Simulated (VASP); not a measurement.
## Al (a cell with a defect): single point with PBE

Al (a cell with a defect):

```xyz
33
Lattice="8.1000 0.0000 0.0000 0.0000 8.1000 0.0000 0.0000 0.0000 8.1000" Properties=species:S:1:pos:R:3 pbc="T T T"
Al    4.0405    0.1276    0.0545
Al    6.0988    2.0304   -0.0115
Al    6.0930    0.0250    2.0080
Al    0.0284    0.0226   -0.0272
Al    2.0196    2.0309   -0.0273
Al    4.0401    3.9302    0.0515
Al    6.2111    6.0763    0.0356
Al    2.0193   -0.0061    2.0445
Al    4.0387    2.0210    1.9140
Al    6.0841    4.0334    2.0136
Al    4.1086    0.4163    4.0056
Al    6.1959    2.0239    4.0643
Al    6.0628   -0.0092    6.0796
Al    0.0277    4.0314   -0.0289
Al    1.9245    6.0744    0.0502
Al    0.0157    2.0337    2.0043
Al    2.0327    4.0686    2.0571
Al    4.0935    6.0845    1.7274
Al   -0.0531    0.1320    4.0624
Al    1.9392    2.0180    4.0653
Al    4.1042    3.5885    4.0100
Al    6.3602    6.0853    4.0135
Al    2.1016   -0.0889    5.9991
Al    4.0426    2.0167    6.1724
Al    6.0523    4.0692    6.0716
Al   -0.0676    6.0713    1.8791
Al   -0.0492    3.9314    4.0631
Al    1.3821    6.0897    3.9682
Al    0.0338    2.0300    6.0872
Al    2.1096    4.1473    5.9906
Al    4.1048    6.0859    6.6970
Al   -0.0347    6.0748    6.1689
Al    3.8049    6.0456    4.2740
```

```
Program             : VASP 6.6.1
Task                : single point
Functional          : PBE
Potentials or basis : VASP PAW PBE potentials, release 64 (Al)
Cutoff              : 520 eV
k mesh              : 2 × 2 × 2
Occupations         : gaussian, width 0.05 eV
Spin                : no spin polarisation
```

| Property | Result |
| --- | --- |
| Pressure | 4.7 GPa |
| Largest force | 0.123 eV/Å |
| Band gap on the k mesh | zero (an odd number of electrons rules out a gap without spin polarisation) |

Forces in eV/Å, atoms in the order of the input:
```
Al  -0.010 -0.004 -0.015
Al  -0.005  0.000 -0.002
Al  -0.003 -0.003 -0.003
Al  -0.007 -0.002  0.014
Al  -0.013 -0.001 -0.004
Al  -0.007  0.010 -0.011
Al  -0.024 -0.003  0.005
Al   0.011 -0.022  0.017
Al  -0.011 -0.002 -0.019
Al  -0.003  0.004  0.000
Al  -0.020  0.053  0.005
Al   0.011 -0.008  0.004
Al  -0.025 -0.013  0.001
Al  -0.005  0.007  0.017
Al  -0.016 -0.001 -0.003
Al   0.003 -0.004  0.003
Al   0.002  0.023  0.009
Al   0.004 -0.006 -0.066
Al   0.004  0.005  0.009
Al  -0.026  0.003  0.007
Al  -0.014 -0.019 -0.001
Al   0.075 -0.005 -0.003
Al   0.006 -0.029 -0.008
Al  -0.017  0.003  0.012
Al  -0.017  0.014  0.001
Al   0.025  0.006  0.010
Al   0.001 -0.006  0.008
Al   0.058 -0.016  0.085
Al  -0.006  0.001  0.002
Al   0.005  0.024 -0.008
Al  -0.024 -0.012  0.007
Al  -0.023 -0.001  0.029
Al   0.072  0.004 -0.099
```

Stress tensor (GPa, compression positive):
```
 4.75 -0.01  0.15
-0.01  4.53  0.01
 0.15  0.01  4.72
```

Levels at points of the mesh, in eV from the Fermi level:
```tsv
k point	band 45	band 46	band 47	band 48	band 49	band 50	band 51	band 52	band 53	band 54
(0.00, 0.00, 0.00)	-0.30	-0.05	-0.04	0.36	0.59	0.61	0.62	0.77	0.88	0.98
(0.50, 0.00, 0.00)	-0.30	-0.27	-0.27	-0.21	-0.20	-0.09	0.12	0.32	0.75	1.09
(0.00, 0.50, 0.00)	-0.28	-0.27	-0.25	-0.23	-0.13	-0.09	0.11	0.31	0.73	1.08
(0.00, 0.00, 0.50)	-0.30	-0.27	-0.27	-0.21	-0.19	-0.09	0.13	0.32	0.74	1.09
(0.50, 0.50, 0.00)	-0.44	-0.35	-0.35	-0.21	0.65	0.67	0.92	1.02	1.11	1.12
(0.00, 0.50, 0.50)	-0.45	-0.35	-0.35	-0.22	0.65	0.67	0.92	1.02	1.11	1.12
(0.50, 0.00, 0.50)	-0.39	-0.36	-0.34	-0.21	0.67	0.68	0.92	1.01	1.11	1.11
(0.50, 0.50, 0.50)	-0.61	-0.61	-0.56	-0.54	-0.53	-0.43	-0.42	-0.41	-0.34	-0.08
```

Wall time 3 min on 1 thread of Intel(R) Xeon(R) Platinum 8559C (Emerald Rapids), on a shared host, peak memory 0.55 GiB.

Caveat: the k points lie up to 0.39 Å⁻¹ apart, too coarse for converged energies and pressures of a metal.
